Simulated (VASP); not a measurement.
Crystal: K.

```
K
1.0
    -2.35645    2.35645    3.58500
     2.35645   -2.35645    3.58500
     2.35645    2.35645   -3.58500
K
1
Direct
  0.00000 0.00000 0.00000
```

```yaml
Program: VASP 6.6.1
Task: relaxation of cell and atoms
Functional: r2SCAN
Potentials_or_basis: VASP PAW PBE potentials, release 64 (K_sv)
Cutoff: 550 eV
k_mesh: 12 × 12 × 12
Occupations: gaussian, width 0.1 eV
Spin: no spin polarisation
```

At the start: pressure -0.1 GPa; volume 79.63 Å³/atom.

Question: How do energy, volume and symmetry change on relaxing?

Answer: Over 8 steps the energy falls by 2.1 meV/atom and the volume is 76.59 Å³/atom (-3.8 %); space group I4/mmm (No. 139, to 0.1 Å) before and after.

The path:
```tsv
step	energy change (eV)	largest force (eV/Å)	pressure (GPa)	volume (Å³)
1	0.0000	0.0000	-0.13	79.63
2	-0.0006	0.0000	-0.10	78.88
3	-0.0015	0.0000	-0.02	76.93
4	-0.0016	0.0000	0.01	76.26
5	-0.0016	0.0000	0.01	76.32
6	-0.0017	0.0000	0.01	76.35
7	-0.0018	0.0000	0.01	76.44
8	-0.0021	0.0000	0.00	76.59
```

Final structure:
```xyz
1
Lattice="-2.3586 2.3586 3.4420 2.3586 -2.3586 3.4420 2.3586 2.3586 -3.4420" Properties=species:S:1:pos:R:3 pbc="T T T"
K     0.0000    0.0000    0.0000
```

Caveat: the PAW data sets were made with another functional, which shifts forces and pressure a little.
